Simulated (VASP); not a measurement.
# Cu (Fd-3m) in VASP: a series of runs

The runs below take Cu through single point, with PBE.

Everything below comes from runs of VASP 6.6.1. Logs are shortened: lines on timing, memory, paths and dates and some standing lists are left out, and cuts for length are marked.

## (1) The cell of the first run

It takes space group Fd-3m (No. 227, cubic). Conventional cell: a = 5.505 Å, b = 5.505 Å, c = 5.505 Å, α = 90.00°, β = 90.00°, γ = 90.00°. Cu (site symmetry -43m) has 4 Cu at 2.38 Å within 3.1 Å.

## (2) Single point, PBE

The input, INCAR:

```
SYSTEM = Cu
PREC     = Accurate       ! precision mode
ENCUT    = 520            ! plane-wave cutoff, eV
EDIFF    = 1E-6           ! SCF threshold, eV
ISMEAR   = -1             ! smearing method
SIGMA    = 0.05           ! smearing width, eV
LREAL    = .FALSE.        ! projectors in reciprocal space
LASPH    = .TRUE.         ! aspherical terms in the spheres
NELM     = 60             ! most SCF steps
ALGO     = Normal         ! electronic algorithm
ISIF     = 2              ! what is computed and relaxed
LWAVE    = .FALSE.        ! write WAVECAR
LCHARG   = .TRUE.         ! write CHGCAR
GGA      = PE             ! functional
LELF     = .TRUE.         ! ELF
LVHAR    = .TRUE.       
NBANDS   = 18             ! bands
```

The input, KPOINTS:

```
Automatic mesh
0
G
  13 13 13
  0 0 0
```

The input, POSCAR:

```
Cu
1.0
    0.0000000000      2.7525556076      2.7525556076
    2.7525556076      0.0000000000      2.7525556076
    2.7525556076      2.7525556076      0.0000000000
Cu
2
Direct
   -0.1250000000     -0.1250000000     -0.1250000000
    0.1250000000      0.1250000000      0.1250000000
```

Potentials or basis: VASP PAW PBE potentials, release 64 (Cu).

Run with:

```
$ cat potpaw_PBE.64/Cu/POTCAR > POTCAR
$ mpirun -np 1 vasp_std > vasp.out
```

OUTCAR:

```text
SYSTEM = Cu
   PREC = Accurate
   ENCUT = 520
   EDIFF = 1E-6
   ISMEAR = -1
   LREAL = .FALSE.
   LASPH = .TRUE.
   NELM = 60
   ISIF = 2
   GGA = PE

 ion  position               nearest neighbor table
   1  0.875  0.875  0.875-   2 2.38   2 2.38   2 2.38   2 2.38
   2  0.125  0.125  0.125-   1 2.38   1 2.38   1 2.38   1 2.38

  LATTYP: Found a face centered cubic cell.
 ALAT       =     5.5051112152

  Lattice vectors:

 A1 = (   0.0000000000,   2.7525556076,   2.7525556076)
 A2 = (   2.7525556076,   0.0000000000,   2.7525556076)
 A3 = (   2.7525556076,   2.7525556076,   0.0000000000)

Analysis of symmetry for initial positions (statically):
=====================================================================
 Subroutine PRICEL returns:
 Original cell was already a primitive cell.

 Routine SETGRP: Setting up the symmetry group for a
 face centered cubic supercell.

 Subroutine GETGRP returns: Found 48 space group operations
 (whereof 12 operations were pure point group operations)
 out of a pool of 48 trial point group operations.

The static configuration has the point symmetry D_3d.
 The point group associated with its full space group is O_h .

Analysis of symmetry for dynamics (positions and initial velocities):
=====================================================================
 Subroutine PRICEL returns:
 Original cell was already a primitive cell.

 Routine SETGRP: Setting up the symmetry group for a
 face centered cubic supercell.

 Subroutine GETGRP returns: Found 48 space group operations
 (whereof 12 operations were pure point group operations)
 out of a pool of 48 trial point group operations.

The dynamic configuration has the point symmetry D_3d.
 The point group associated with its full space group is O_h .

 Subroutine INISYM returns: Found 48 space group operations
 (whereof 12 operations are pure point group operations),
 and found     1 'primitive' translations

----------------------------------------------------------------------------------------

                                     Primitive cell

  volume of cell :      41.7098

  direct lattice vectors                    reciprocal lattice vectors
     0.000000000  2.752555608  2.752555608    -0.181649373  0.181649373  0.181649373
     2.752555608  0.000000000  2.752555608     0.181649373 -0.181649373  0.181649373
     2.752555608  2.752555608  0.000000000     0.181649373  0.181649373 -0.181649373

  length of vectors
     3.892701471  3.892701471  3.892701471     0.314625943  0.314625943  0.314625943

  position of ions in fractional coordinates (direct lattice)
     0.875000000  0.875000000  0.875000000
     0.125000000  0.125000000  0.125000000

  ion indices of the primitive-cell ions
   primitive index   ion index
                 1           1
                 2           2

----------------------------------------------------------------------------------------

 KPOINTS: Automatic mesh

Automatic generation of k-mesh.
 Grid dimensions read from file:
 generate k-points for:   13   13   13

 Generating k-lattice:

  Cartesian coordinates                     Fractional coordinates (reciprocal lattice)
    -0.013973029  0.013973029  0.013973029     0.076923077  0.000000000  0.000000000
     0.013973029 -0.013973029  0.013973029     0.000000000  0.076923077  0.000000000
     0.013973029  0.013973029 -0.013973029     0.000000000  0.000000000  0.076923077

  Length of vectors
     0.024201996  0.024201996  0.024201996

  Shift w.r.t. Gamma in fractional coordinates (k-lattice)
     0.000000000  0.000000000  0.000000000

 Subroutine IBZKPT returns following result:
 ===========================================

 Found     84 irreducible k-points:

 Following reciprocal coordinates:
            Coordinates               Weight
  0.000000  0.000000  0.000000      1.000000
  0.076923  0.000000  0.000000      8.000000
  0.153846  0.000000  0.000000      8.000000
  0.230769  0.000000  0.000000      8.000000
  0.307692  0.000000  0.000000      8.000000
  0.384615  0.000000  0.000000      8.000000
[... 16 lines left out ...]
  0.384615  0.153846  0.000000     24.000000
  0.461538  0.153846  0.000000     24.000000
 [... further k-points ...]
   k-points           NKPTS =     84   k-points in BZ     NKDIM =     84   number of bands    NBANDS=     18
   number of dos      NEDOS =    301   number of ions     NIONS =      2
   total plane-waves  NPLWV =  27000
   dimension x,y,z NGX =    30 NGY =   30 NGZ =   30
   dimension x,y,z NGXF=    60 NGYF=   60 NGZF=   60
   ions per type =               2
   NGX,Y,Z   is equivalent  to a cutoff of  12.81, 12.81, 12.81 a.u.
   NGXF,Y,Z  is equivalent  to a cutoff of  25.62, 25.62, 25.62 a.u.
 SYSTEM =  Cu
   PREC   = accura    normal or accurate (medium, high low for compatibility)
   ISTART =      0    job   : 0-new  1-cont  2-samecut
   ICHARG =      2    charge: 1-file 2-atom 10-const
   ISPIN  =      1    spin polarized calculation?
   LNONCOLLINEAR =      F non collinear calculations
   LSORBIT =      F    spin-orbit coupling
   LASPH  =      T    aspherical Exc in radial PAW
   ENCUT  =  520.0 eV  38.22 Ry    6.18 a.u.   7.24  7.24  7.24*2*pi/ulx,y,z
   NELM   =     60;   NELMIN=  2; NELMDL= -5     # of ELM steps
   EDIFF  = 0.1E-05   stopping-criterion for ELM
   LREAL  =      F    real-space projection
   EDIFFG = 0.1E-04   stopping-criterion for IOM
   NSW    =      0    number of steps for IOM
   IBRION =     -1    ionic relax: 0-MD 1-quasi-New 2-CG
   NFREE  =      0    steps in history (QN), initial steepest desc. (CG)
   ISIF   =      2    stress and relaxation
   ISYM   =      2    0-nonsym 1-usesym 2-fastsym
   POTIM  = 0.5000    time-step for ionic-motion
   TEBEG  =    0.0;   TEEND  =   0.0 temperature during run
   PSTRESS=    0.0 pullay stress
   NELECT =      22.0000    total number of electrons
   NUPDOWN=      -1.0000    fix difference up-down
   EMIN   =  10.00;   EMAX   =-10.00  energy-range for DOS
   EFERMI =   0.00;   METHOD = LEGACY
   ISMEAR =    -1;   SIGMA  =   0.05  broadening in eV -4-tet -1-fermi 0-gaus
   EFERMI_NEDOS =   21; number of points for ismear=-14 and -15
   IALGO  =     38    algorithm
   IMIX   =      4    mixing-type and parameters
     AMIX     =   0.40;   BMIX     =  1.00
     AMIX_MAG =   1.60;   BMIX_MAG =  1.00
  volume/ion in A,a.u.               =      20.85       140.74
  Fermi-wavevector in a.u.,A,eV,Ry     =   1.322725  2.499588 23.804779  1.749602
  Thomas-Fermi vector in A             =   2.452385
   LORBIT       =      0    0 simple, 1 ext, 2 COOP (PROOUT), +10 PAW based schemes
   GGA     = PE    functional components
   LHFCALC =     F    Hartree Fock is set to
   AEXX    =    0.0000 exact exchange contribution
   IVDW    =     0    specifies the selected vdW correction
   LEPSILON=     F    determine dielectric tensor
   LRPA    =     F    only Hartree local field effects (RPA)
 non-spin polarized calculation
  energy-cutoff  :      520.00
  volume of cell :       41.71
 maximum number of plane-waves:      1139
 NGX is ok and might be reduce to    30
   NGX = 15   NGY = 15   NGZ = 15

 number of electron      22.0000021 magnetization

 Free energy of the ion-electron system (eV)
  ---------------------------------------------------
  ext. energy  EPLUGINS =         0.00000000
  ---------------------------------------------------
  free energy    TOTEN  =        -5.36958139 eV

  energy without entropy =       -5.36319888  energy(sigma->0) =       -5.36639014

 E-fermi :   2.1195     XC(G=0):  -9.4572

 val. band max:        2.0950850852   @ k =  -0.3846   0.3846   0.0769
 cond. band min:       2.2886758017   @ k =  -0.3077   0.4615   0.2308
 fundamental gap:      0.1935907166
 Fermi energy:         2.1194897400

 k-point     1 :       0.0000    0.0000    0.0000
  band No.  band energies     occupation
      1      -3.6759      2.00000
      2      -0.5366      2.00000
      3      -0.5366      2.00000
      4      -0.5366      2.00000
      5      -0.5079      2.00000
      6      -0.5079      2.00000
[... 10 lines left out ...]
     17      12.2952      0.00000
     18      14.1087      0.00000

 k-point     2 :       0.0769    0.0000    0.0000
  band No.  band energies     occupation
      1      -3.5892      2.00000
      2      -0.5845      2.00000
      3      -0.5845      2.00000
      4      -0.5353      2.00000
      5      -0.4465      2.00000
      6      -0.4465      2.00000
[... 10 lines left out ...]
     17      12.7603      0.00000
     18      14.4902      0.00000

 k-point     3 :       0.1538    0.0000    0.0000
  band No.  band energies     occupation
      1      -3.3330      2.00000
      2      -0.6220      2.00000
      3      -0.6220      2.00000
      4      -0.5296      2.00000
      5      -0.3759      2.00000
      6      -0.3759      2.00000
[... 10 lines left out ...]
     17      13.4018      0.00000
     18      14.9385      0.00000

 k-point     4 :       0.2308    0.0000    0.0000
  band No.  band energies     occupation
      1      -2.9219      2.00000
      2      -0.6334      2.00000
      3      -0.6334      2.00000
      4      -0.5166      2.00000
      5      -0.3296      2.00000
      6      -0.3296      2.00000
[... 375 lines left out ...]
      4      -0.5149      2.00000
      5      -0.3210      2.00000
      6      -0.1997      2.00000
[... 10 lines left out ...]
     17      15.1243      0.00000
     18      15.5576      0.00000

 k-point    23 :       0.3846    0.1538    0.0000
  band No.  band energies     occupation
      1      -1.9270      2.00000
      2      -0.7542      2.00000
      3      -0.5180      2.00000
      4      -0.5163      2.00000
      5      -0.3074      2.00000
      6      -0.2127      2.00000
[... 10 lines left out ...]
     17      14.9559      0.00000
     18      15.0563      0.00000

 k-point    24 :       0.4615    0.1538    0.0000
  band No.  band energies     occupation
      1      -1.4368      2.00000
      2      -0.7285      2.00000
      3      -0.5297      2.00000
      4      -0.5178      2.00000
      5      -0.2938      2.00000
      6      -0.2608      2.00000
[... 10 lines left out ...]
     17      14.5633      0.00000
     18      15.5205      0.00000

 [... further k-points ...]
[... 5 lines left out ...]
  --------------------------------------------------------------------------------------
  -------------------------------------------------------------------------------------
  Total       -0.9763414     -0.9763414     -0.9763414      0.0000000      0.0000000     -0.0000000
  in kB      -37.5036872    -37.5036872    -37.5036872      0.0000000      0.0000000     -0.0000000
  external PRESSURE =     -37.5036872 kB  Pullay stress =       0.0000000 kB

 VOLUME and BASIS-vectors are now :
 -----------------------------------------------------------------------------
  energy-cutoff  :      520.00
  volume of cell :       41.71
      direct lattice vectors                 reciprocal lattice vectors
     0.000000000  2.752555608  2.752555608    -0.181649373  0.181649373  0.181649373
     2.752555608  0.000000000  2.752555608     0.181649373 -0.181649373  0.181649373
     2.752555608  2.752555608  0.000000000     0.181649373  0.181649373 -0.181649373

 POSITION                                       TOTAL-FORCE (eV/Angst)
 -----------------------------------------------------------------------------------
      4.81697      4.81697      4.81697         0.000000      0.000000      0.000000
      0.68814      0.68814      0.68814        -0.000000     -0.000000     -0.000000
 -----------------------------------------------------------------------------------
    total drift:                               -0.000000      0.000000      0.000000

  FREE ENERGIE OF THE ION-ELECTRON SYSTEM (eV)
  ---------------------------------------------------
  free  energy   TOTEN  =        -5.3695813917 eV

  energy  without entropy=       -5.3631988819  energy(sigma->0) =       -5.36639014
```

It took 70 s on 1 thread of Intel Xeon Platinum 8375C at 2.90GHz (Ice Lake), shared host; peak memory 0.19 GiB.

Results:

```yaml
Free_energy: -5.3696 eV
Pressure: -3.8 GPa
Band_gap_on_the_k_mesh: zero (band 11 reaches 2.48 eV, above the bottom of band 12 at 1.78 eV)
```

Levels at points of the mesh, in eV from the Fermi level:
```tsv
k point	band 7	band 8	band 9	band 10	band 11	band 12	band 13	band 14	band 15	band 16
(0.00, 0.00, 0.00)	-1.68	-1.68	-1.68	-1.13	-1.13	9.20	9.20	9.20	10.18	10.18
```

## (3) Single point, PBE

INCAR is that of step 2.

KPOINTS is that of step 2.

The input, POSCAR:

```
Cu
1.0
    0.0000000000      2.7525556050      2.7525556050
    2.7525556050      0.0000000000      2.7525556050
    2.7525556050      2.7525556050      0.0000000000
Cu
2
Direct
   -0.1250000000     -0.1250000000     -0.1250000000
    0.1250000000      0.1250000000      0.1250000000
```

Potentials or basis: VASP PAW PBE potentials, release 64 (Cu).

Run with:

```
$ cat potpaw_PBE.64/Cu/POTCAR > POTCAR
$ mpirun -np 1 vasp_std > vasp.out
```

Wall time 26 s (1 thread of Intel Xeon 6975P-C (Granite Rapids), shared host); peak memory 0.19 GiB.

Results (log left out):

| Property | Result |
| --- | --- |
| Free energy | -5.3696 eV |
| Pressure | -3.8 GPa |
| Band gap on the k mesh | zero (band 11 reaches 2.48 eV, above the bottom of band 12 at 1.78 eV) |

Levels at points of the mesh, in eV from the Fermi level:
```csv
k point,band 9,band 10,band 11,band 12,band 13,band 14
"(0.00, 0.00, 0.00)",-1.68,-1.13,-1.13,9.20,9.20,9.20
```
